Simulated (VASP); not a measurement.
# Cs (P6_3/mmc) in VASP: a series of runs

Cs is run at these levels: PBE; tasks: single point.

All numbers are computed with VASP 6.6.1; they aren't measurements. Logs are shortened: lines on timing, memory, paths and dates and some standing lists are left out, and cuts for length are marked.

## 1. The cell of the first run

The structure is hexagonal, space group P6_3/mmc (No. 194). The conventional cell has a = 5.628 Å, b = 5.628 Å, c = 8.528 Å, α = 90.00°, β = 90.00°, γ = 120.00°.

## 2. Single point, PBE (strained)

File INCAR:

```
PREC     = Accurate       # precision mode
ENCUT    = 520            # plane-wave cutoff, eV
EDIFF    = 1E-6           # SCF threshold, eV
ISMEAR   = 0              # smearing method
SIGMA    = 0.1            # smearing width, eV
LREAL    = F              # projectors in reciprocal space
LASPH    = T              # aspherical terms in the spheres
NELM     = 100            # most SCF steps
ALGO     = Fast           # electronic algorithm
ISIF     = 2              # what is computed and relaxed
LWAVE    = F              # write WAVECAR
LCHARG   = T              # write CHGCAR
GGA      = PE             # functional
LELF     = T              # ELF
LVHAR    = T            
NBANDS   = 16             # bands
```

File KPOINTS:

```
Automatic mesh
0
Gamma
  9 9 6
```

File POSCAR:

```
Cs
1.0
    5.6278693988      0.0000000000      0.0000000000
   -2.8139346994      4.8738778686      0.0000000000
    0.0000000000      0.0000000000      8.5276146309
Cs
2
Direct
    0.3333333300      0.6666666700      0.2500000000
    0.6666666700      0.3333333300      0.7500000000
```

Potentials or basis: VASP PAW PBE potentials, release 64 (Cs_sv).

On the command line:

```
> cat potpaw_PBE.64/Cs_sv/POTCAR > POTCAR
> mpirun -np 1 vasp_std > vasp.out
```

OUTCAR:

```text
PREC = Accurate
   ENCUT = 520
   EDIFF = 1E-6
   ISMEAR = 0
   LREAL = F
   LASPH = T
   NELM = 100
   ISIF = 2
   GGA = PE

 ion  position               nearest neighbor table
   1  0.333  0.667  0.250-
   2  0.667  0.333  0.750-

  LATTYP: Found a hexagonal cell.
 ALAT       =     5.6278693988
 C/A-ratio  =     1.5152474279

  Lattice vectors:

 A1 = (   5.6278693988,   0.0000000000,   0.0000000000)
 A2 = (  -2.8139346994,   4.8738778686,   0.0000000000)
 A3 = (   0.0000000000,   0.0000000000,   8.5276146309)

Analysis of symmetry for initial positions (statically):
=====================================================================
 Subroutine PRICEL returns:
 Original cell was already a primitive cell.

 Routine SETGRP: Setting up the symmetry group for a
 hexagonal supercell.

 Subroutine GETGRP returns: Found 24 space group operations
 (whereof 12 operations were pure point group operations)
 out of a pool of 24 trial point group operations.

The static configuration has the point symmetry D_3d.
 The point group associated with its full space group is D_6h.

Analysis of symmetry for dynamics (positions and initial velocities):
=====================================================================
 Subroutine PRICEL returns:
 Original cell was already a primitive cell.

 Routine SETGRP: Setting up the symmetry group for a
 hexagonal supercell.

 Subroutine GETGRP returns: Found 24 space group operations
 (whereof 12 operations were pure point group operations)
 out of a pool of 24 trial point group operations.

The dynamic configuration has the point symmetry D_3d.
 The point group associated with its full space group is D_6h.

 Subroutine INISYM returns: Found 24 space group operations
 (whereof 12 operations are pure point group operations),
 and found     1 'primitive' translations

----------------------------------------------------------------------------------------

                                     Primitive cell

  volume of cell :     233.9086

  direct lattice vectors                    reciprocal lattice vectors
     5.627869399  0.000000000  0.000000000     0.177687137  0.102587716  0.000000000
    -2.813934699  4.873877869  0.000000000     0.000000000  0.205175433  0.000000000
     0.000000000  0.000000000  8.527614631     0.000000000  0.000000000  0.117266087

  length of vectors
     5.627869399  5.627869399  8.527614631     0.205175433  0.205175433  0.117266087

  position of ions in fractional coordinates (direct lattice)
     0.333333330  0.666666670  0.250000000
     0.666666670  0.333333330  0.750000000

  ion indices of the primitive-cell ions
   primitive index   ion index
                 1           1
                 2           2

----------------------------------------------------------------------------------------

 KPOINTS: Automatic mesh

Automatic generation of k-mesh.
 Grid dimensions read from file:
 generate k-points for:    9    9    6

 Generating k-lattice:

  Cartesian coordinates                     Fractional coordinates (reciprocal lattice)
     0.019743015  0.011398635  0.000000000     0.111111111  0.000000000  0.000000000
     0.000000000  0.022797270  0.000000000     0.000000000  0.111111111  0.000000000
     0.000000000  0.000000000  0.019544348     0.000000000  0.000000000  0.166666667

  Length of vectors
     0.022797270  0.022797270  0.019544348

  Shift w.r.t. Gamma in fractional coordinates (k-lattice)
     0.000000000  0.000000000  0.000000000

 Subroutine IBZKPT returns following result:
 ===========================================

 Found     48 irreducible k-points:

 Following reciprocal coordinates:
            Coordinates               Weight
  0.000000  0.000000  0.000000      1.000000
  0.111111 -0.000000  0.000000      6.000000
  0.222222 -0.000000  0.000000      6.000000
  0.333333 -0.000000  0.000000      6.000000
  0.444444 -0.000000  0.000000      6.000000
  0.111111  0.111111  0.000000      6.000000
[... 16 lines left out ...]
  0.333333  0.222222  0.166667     24.000000
  0.333333  0.333333  0.166667      4.000000
 [... further k-points ...]
   k-points           NKPTS =     48   k-points in BZ     NKDIM =     48   number of bands    NBANDS=     16
   number of dos      NEDOS =    301   number of ions     NIONS =      2
   total plane-waves  NPLWV = 112896
   dimension x,y,z NGX =    42 NGY =   42 NGZ =   64
   dimension x,y,z NGXF=    84 NGYF=   84 NGZF=  128
   ions per type =               2
   NGX,Y,Z   is equivalent  to a cutoff of  12.41, 12.41, 12.48 a.u.
   NGXF,Y,Z  is equivalent  to a cutoff of  24.81, 24.81, 24.95 a.u.
 SYSTEM =  unknown system
   PREC   = accura    normal or accurate (medium, high low for compatibility)
   ISTART =      0    job   : 0-new  1-cont  2-samecut
   ICHARG =      2    charge: 1-file 2-atom 10-const
   ISPIN  =      1    spin polarized calculation?
   LNONCOLLINEAR =      F non collinear calculations
   LSORBIT =      F    spin-orbit coupling
   LASPH  =      T    aspherical Exc in radial PAW
   ENCUT  =  520.0 eV  38.22 Ry    6.18 a.u.  10.46 10.46 15.86*2*pi/ulx,y,z
   NELM   =    100;   NELMIN=  2; NELMDL= -5     # of ELM steps
   EDIFF  = 0.1E-05   stopping-criterion for ELM
   LREAL  =      F    real-space projection
   EDIFFG = 0.1E-04   stopping-criterion for IOM
   NSW    =      0    number of steps for IOM
   IBRION =     -1    ionic relax: 0-MD 1-quasi-New 2-CG
   NFREE  =      0    steps in history (QN), initial steepest desc. (CG)
   ISIF   =      2    stress and relaxation
   ISYM   =      2    0-nonsym 1-usesym 2-fastsym
   POTIM  = 0.5000    time-step for ionic-motion
   TEBEG  =    0.0;   TEEND  =   0.0 temperature during run
   PSTRESS=    0.0 pullay stress
   NELECT =      18.0000    total number of electrons
   NUPDOWN=      -1.0000    fix difference up-down
   EMIN   =  10.00;   EMAX   =-10.00  energy-range for DOS
   EFERMI =   0.00;   METHOD = LEGACY
   ISMEAR =     0;   SIGMA  =   0.10  broadening in eV -4-tet -1-fermi 0-gaus
   EFERMI_NEDOS =   21; number of points for ismear=-14 and -15
   IALGO  =     68    algorithm
   IMIX   =      4    mixing-type and parameters
     AMIX     =   0.40;   BMIX     =  1.00
     AMIX_MAG =   1.60;   BMIX_MAG =  1.00
  volume/ion in A,a.u.               =     116.95       789.25
  Fermi-wavevector in a.u.,A,eV,Ry     =   0.696333  1.315878  6.597187  0.484880
  Thomas-Fermi vector in A             =   1.779354
   LORBIT       =      0    0 simple, 1 ext, 2 COOP (PROOUT), +10 PAW based schemes
   GGA     = PE    functional components
   LHFCALC =     F    Hartree Fock is set to
   AEXX    =    0.0000 exact exchange contribution
   IVDW    =     0    specifies the selected vdW correction
   LEPSILON=     F    determine dielectric tensor
   LRPA    =     F    only Hartree local field effects (RPA)
 non-spin polarized calculation
 RMM-DIIS sequential band-by-band and
 Gauss-broadening in eV      SIGMA  =   0.10
  energy-cutoff  :      520.00
  volume of cell :      233.91
 maximum number of plane-waves:      6356
 NGX is ok and might be reduce to    42
   NGX = 21   NGY = 21   NGZ = 31

 number of electron      18.0000002 magnetization

 Free energy of the ion-electron system (eV)
  ---------------------------------------------------
  ext. energy  EPLUGINS =         0.00000000
  ---------------------------------------------------
  free energy    TOTEN  =        -1.70108459 eV

  energy without entropy =       -1.68475770  energy(sigma->0) =       -1.69292114

 E-fermi :   0.4294     XC(G=0):  -5.3625

 val. band max:        0.4267966868   @ k =   0.3333   0.2222   0.0000
 cond. band min:       0.4446589018   @ k =   0.4444   0.1111   0.1667
 fundamental gap:      0.0178622149
 Fermi energy:         0.4293994500

 k-point     1 :       0.0000    0.0000    0.0000
  band No.  band energies     occupation
      1     -23.4517      2.00000
      2     -23.4439      2.00000
      3     -10.3417      2.00000
      4     -10.2277      2.00000
      5     -10.2277      2.00000
      6     -10.2015      2.00000
[... 8 lines left out ...]
     15       3.0752      0.00000
     16       3.0790      0.00000

 k-point     2 :       0.1111   -0.0000    0.0000
  band No.  band energies     occupation
      1     -23.4512      2.00000
      2     -23.4438      2.00000
      3     -10.3365      2.00000
      4     -10.2365      2.00000
      5     -10.2310      2.00000
      6     -10.2109      2.00000
[... 8 lines left out ...]
     15       3.0753      0.00000
     16       3.1581      0.00000

 k-point     3 :       0.2222   -0.0000    0.0000
  band No.  band energies     occupation
      1     -23.4498      2.00000
      2     -23.4436      2.00000
      3     -10.3221      2.00000
      4     -10.2587      2.00000
      5     -10.2390      2.00000
      6     -10.2340      2.00000
[... 8 lines left out ...]
     15       2.8947      0.00000
     16       3.0673      0.00000

 k-point     4 :       0.3333   -0.0000    0.0000
  band No.  band energies     occupation
      1     -23.4481      2.00000
      2     -23.4436      2.00000
      3     -10.3022      2.00000
      4     -10.2845      2.00000
      5     -10.2591      2.00000
      6     -10.2476      2.00000
[... 8 lines left out ...]
     15       2.6911      0.00000
     16       3.5019      0.00000
[... 324 lines left out ...]
 k-point    22 :       0.2222    0.2222    0.1667
  band No.  band energies     occupation
      1     -23.4470      2.00000
      2     -23.4440      2.00000
      3     -10.3026      2.00000
      4     -10.2844      2.00000
      5     -10.2591      2.00000
      6     -10.2546      2.00000
[... 8 lines left out ...]
     15       2.3843      0.00000
     16       3.6542      0.00000

 k-point    23 :       0.3333    0.2222    0.1667
  band No.  band energies     occupation
      1     -23.4458      2.00000
      2     -23.4443      2.00000
      3     -10.3011      2.00000
      4     -10.2873      2.00000
      5     -10.2718      2.00000
      6     -10.2495      2.00000
[... 8 lines left out ...]
     15       2.6042      0.00000
     16       3.4287      0.00000

 k-point    24 :       0.3333    0.3333    0.1667
  band No.  band energies     occupation
      1     -23.4449      2.00000
      2     -23.4449      2.00000
      3     -10.2899      2.00000
      4     -10.2862      2.00000
      5     -10.2862      2.00000
      6     -10.2446      2.00000
[... 8 lines left out ...]
     15       2.7507      0.00000
     16       3.4582      0.00000

 [... further k-points ...]
[... 5 lines left out ...]
  --------------------------------------------------------------------------------------
  -------------------------------------------------------------------------------------
  Total       -0.0821188     -0.0821188      0.1964188     -0.0000000      0.0000000      0.0000000
  in kB       -0.5624795     -0.5624795      1.3453879     -0.0000000      0.0000000      0.0000000
  external PRESSURE =       0.0734763 kB  Pullay stress =       0.0000000 kB

 VOLUME and BASIS-vectors are now :
 -----------------------------------------------------------------------------
  energy-cutoff  :      520.00
  volume of cell :      233.91
      direct lattice vectors                 reciprocal lattice vectors
     5.627869399  0.000000000  0.000000000     0.177687137  0.102587716  0.000000000
    -2.813934699  4.873877869  0.000000000     0.000000000  0.205175433  0.000000000
     0.000000000  0.000000000  8.527614631     0.000000000  0.000000000  0.117266087

 POSITION                                       TOTAL-FORCE (eV/Angst)
 -----------------------------------------------------------------------------------
     -0.00000      3.24925      2.13190        -0.000000      0.000000      0.000000
      2.81393      1.62463      6.39571         0.000000     -0.000000      0.000000
 -----------------------------------------------------------------------------------
    total drift:                               -0.000005      0.000003     -0.000000

  FREE ENERGIE OF THE ION-ELECTRON SYSTEM (eV)
  ---------------------------------------------------
  free  energy   TOTEN  =        -1.7010845884 eV

  energy  without entropy=       -1.6847577004  energy(sigma->0) =       -1.69292114
```

Run time: 59 s. Hardware: 1 thread of Intel Xeon 6975P-C (Granite Rapids), shared host; peak memory 0.39 GiB.

What came out:

```
Free energy            : -1.7011 eV
Pressure               : 0.0 GPa
Band gap on the k mesh : zero (band 9 reaches 1.17 eV, above the bottom of band 10 at -0.58 eV)
```

Stress tensor (GPa, compression positive):
```
-0.06  0.00  0.00
 0.00 -0.06  0.00
 0.00  0.00  0.13
```

Caveat: the cell differs from its parent crystal (strained); spin-orbit coupling is left out, which moves the levels of the heavy elements.

## 3. Single point, PBE (strained)

File INCAR:

```
SYSTEM = Cs
ALGO = Fast
EDIFF = 1E-6
ENCUT = 520
GGA = PE
ISIF = 2
ISMEAR = 0
LASPH = .TRUE.
LCHARG = .FALSE.
LREAL = .FALSE.
LWAVE = .FALSE.
NBANDS = 16
NELM = 100
PREC = Accurate
SIGMA = 0.1
```

File KPOINTS:

```
k-points
0
G
  9 9 6
  0 0 0
```

File POSCAR:

```
Cs
1.0
    6.0070461671      0.0000000000      0.0000000000
   -3.0035230836      5.2022545825      0.0000000000
    0.0000000000      0.0000000000      9.1583022177
Cs
2
Direct
    0.3333333300      0.6666666700      0.2500000000
    0.6666666700      0.3333333300      0.7500000000
```

Potentials or basis: VASP PAW PBE potentials, release 64 (Cs_sv).

On the command line:

```
> cat potpaw_PBE.64/Cs_sv/POTCAR > POTCAR
> mpirun -np 1 vasp_std > vasp.out
```

OUTCAR:

```text
SYSTEM = Cs
   EDIFF = 1E-6
   ENCUT = 520
   GGA = PE
   ISIF = 2
   ISMEAR = 0
   LASPH = .TRUE.
   LREAL = .FALSE.
   NELM = 100
   PREC = Accurate

 ion  position               nearest neighbor table
   1  0.333  0.667  0.250-
   2  0.667  0.333  0.750-

  LATTYP: Found a hexagonal cell.
 ALAT       =     6.0070461671
 C/A-ratio  =     1.5245932798

  Lattice vectors:

 A1 = (   6.0070461671,   0.0000000000,   0.0000000000)
 A2 = (  -3.0035230836,   5.2022545825,   0.0000000000)
[... 194 lines left out ...]
      6     -10.7940      2.00000
[... 433 lines left out ...]
      3     -10.8365      2.00000
      4     -10.8345      2.00000
      5     -10.8345      2.00000
      6     -10.8152      2.00000
[... 8 lines left out ...]
     15       2.1109      0.00000
     16       2.5993      0.00000

 [... further k-points ...]
[... 5 lines left out ...]
  --------------------------------------------------------------------------------------
  -------------------------------------------------------------------------------------
  Total       -0.5381662     -0.5381662     -0.3676984      0.0000000      0.0000000      0.0000000
  in kB       -3.0127250     -3.0127250     -2.0584237      0.0000000      0.0000000      0.0000000
  external PRESSURE =      -2.6946246 kB  Pullay stress =       0.0000000 kB

 VOLUME and BASIS-vectors are now :
 -----------------------------------------------------------------------------
  energy-cutoff  :      520.00
  volume of cell :      286.20
      direct lattice vectors                 reciprocal lattice vectors
     6.007046167  0.000000000  0.000000000     0.166471169  0.096112174  0.000000000
    -3.003523084  5.202254583  0.000000000     0.000000000  0.192224349  0.000000000
     0.000000000  0.000000000  9.158302218     0.000000000  0.000000000  0.109190544

 POSITION                                       TOTAL-FORCE (eV/Angst)
 -----------------------------------------------------------------------------------
     -0.00000      3.46817      2.28958        -0.000000      0.000000      0.000000
      3.00352      1.73408      6.86873         0.000000     -0.000000      0.000000
 -----------------------------------------------------------------------------------
    total drift:                               -0.000006      0.000003     -0.000000

  FREE ENERGIE OF THE ION-ELECTRON SYSTEM (eV)
  ---------------------------------------------------
  free  energy   TOTEN  =        -1.6537141376 eV

  energy  without entropy=       -1.6372268171  energy(sigma->0) =       -1.64547048
```

OSZICAR:

```text
N       E                     dE             d eps       ncg     rms          rms(c)
DAV:   1     0.142149109282E+03    0.14215E+03   -0.57752E+03  1536   0.790E+02
DAV:   2     0.181718752202E+02   -0.12398E+03   -0.11905E+03  2456   0.148E+02
DAV:   3    -0.115185484198E+01   -0.19324E+02   -0.19138E+02  2032   0.630E+01
DAV:   4    -0.164304100308E+01   -0.49119E+00   -0.49111E+00  2032   0.116E+01
DAV:   5    -0.164693572141E+01   -0.38947E-02   -0.38947E-02  2112   0.105E+00    0.187E-01
RMM:   6    -0.164997205590E+01   -0.30363E-02   -0.24752E-03  1617   0.238E-01    0.134E-01
RMM:   7    -0.165357661262E+01   -0.36046E-02   -0.94858E-03  1746   0.421E-01    0.425E-02
RMM:   8    -0.165369252179E+01   -0.11591E-03   -0.62233E-04  1955   0.127E-01    0.799E-03
RMM:   9    -0.165371009443E+01   -0.17573E-04   -0.14377E-04  2230   0.471E-02    0.270E-03
RMM:  10    -0.165371379323E+01   -0.36988E-05   -0.38092E-05  2242   0.200E-02    0.160E-03
RMM:  11    -0.165371413762E+01   -0.34440E-06   -0.99851E-06  1895   0.947E-03
   1 F= -.16537141E+01 E0= -.16454705E+01  d E =-.164873E-01
```

stdout:

```text
POSCAR found type information on POSCAR Cs
 POSCAR found :  1 types and       2 ions
 scaLAPACK will be used
 LDA part: xc-table for (Slater+PW92), standard interpolation
 POSCAR, INCAR and KPOINTS ok, starting setup
 FFT: planning ... GRIDC
 FFT: planning ... GRID_SOFT
 FFT: planning ... GRID
 WAVECAR not read
 entering main loop
WARNING in EDDRMM: call to ZHEGV failed, returncode =   8  4     14
```

Run time: 80 s. Hardware: 1 thread of Intel Xeon 6975P-C (Granite Rapids), shared host; peak memory 0.48 GiB.

Results:

```yaml
Free_energy: -1.6537 eV
Pressure: -0.3 GPa
Band_gap_on_the_k_mesh: zero (band 9 reaches 0.74 eV, above the bottom of band 10 at -0.94 eV)
```

Stress tensor (GPa, compression positive):
```
-0.30  0.00  0.00
 0.00 -0.30  0.00
 0.00  0.00 -0.21
```

Caveat: the cell differs from its parent crystal (strained); spin-orbit coupling is left out, which moves the levels of the heavy elements.
